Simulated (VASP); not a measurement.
Crystal: NaB4.

```xyz
5
Lattice="3.0246 0.0000 0.0000 0.0000 4.5328 0.0000 0.0000 0.0000 4.9591" Properties=species:S:1:pos:R:3 pbc="T T T"
Na    1.5123    2.2664    2.4795
B     1.5123    0.0000    0.8580
B     0.0000    0.0000    3.3451
B     0.0000    0.0000    1.6140
B     1.5123    0.0000    4.1011
```

* Program: VASP 6.6.1
* Task: relaxation of cell and atoms
* Functional: PBE
* Potentials or basis: VASP PAW PBE potentials, release 64 (Na_pv, B)
* Cutoff: 600 eV
* k mesh: 12 × 8 × 8
* Occupations: gaussian, width 0.1 eV
* Spin: no spin polarisation

At the start: pressure -0.2 GPa; volume 13.60 Å³/atom.

Q: How do energy, volume and symmetry change on relaxing?

A: Over 73 steps the energy falls by 53.0 meV/atom and the volume is 14.14 Å³/atom (+4.0 %); space group Pmmm (No. 47, to 0.05 Å).

The path:
```csv
step,energy change (eV),largest force (eV/Å),pressure (GPa),volume (Å³)
1,0.0000,0.1444,-0.16,67.99
3,-0.0156,0.2159,1.49,67.51
5,-0.0292,0.1322,-0.22,68.70
7,-0.0325,0.0863,0.19,68.66
9,-0.0333,0.1904,0.62,68.62
11,-0.0348,0.2228,0.65,68.65
13,-0.0461,0.3531,0.79,68.78
15,-0.0876,0.1289,1.64,69.30
17,-0.0988,0.0552,1.01,69.85
19,-0.1020,0.0483,0.61,70.02
21,-0.1025,0.1323,-1.65,70.49
23,-0.1086,0.0503,-0.51,70.14
25,-0.1110,0.0785,0.21,69.04
27,-0.1124,0.0776,-0.11,69.16
29,-0.1127,0.0845,-0.19,68.99
31,-0.1137,0.0672,0.24,68.62
33,-0.1137,0.0613,0.39,68.50
35,-0.1157,0.0572,0.29,68.50
37,-0.1218,0.0768,-0.10,68.49
39,-0.1271,0.1148,-0.58,68.43
41,-0.1279,0.1184,-0.58,68.42
43,-0.1311,0.1367,-0.58,68.41
45,-0.1395,0.2828,-0.64,68.32
47,-0.1643,0.3743,0.00,68.18
49,-0.1695,0.4686,0.48,68.08
51,-0.2173,0.2215,1.57,68.17
53,-0.2325,0.1240,2.79,68.24
55,-0.2537,0.1951,0.37,70.01
57,-0.2558,0.1989,0.13,70.36
59,-0.2618,0.0449,0.17,71.77
61,-0.2628,0.0225,-0.40,71.82
63,-0.2633,0.0165,-0.08,71.62
65,-0.2634,0.0352,0.11,71.44
67,-0.2640,0.0472,0.00,71.27
69,-0.2646,0.0568,0.01,70.96
71,-0.2651,0.0147,0.19,70.68
73,-0.2652,0.0092,0.03,70.72
```

Final structure:
```
CELL_PARAMETERS angstrom
3.12785 0.00000 0.00000
0.00000 4.08996 0.00000
0.00000 0.00000 5.52848
ATOMIC_POSITIONS crystal
Na 0.50000 0.50000 0.50000
B 0.50000 0.00000 0.16731
B 0.00000 0.00000 0.80913
B 0.00000 0.00000 0.19087
B 0.50000 0.00000 0.83269
```
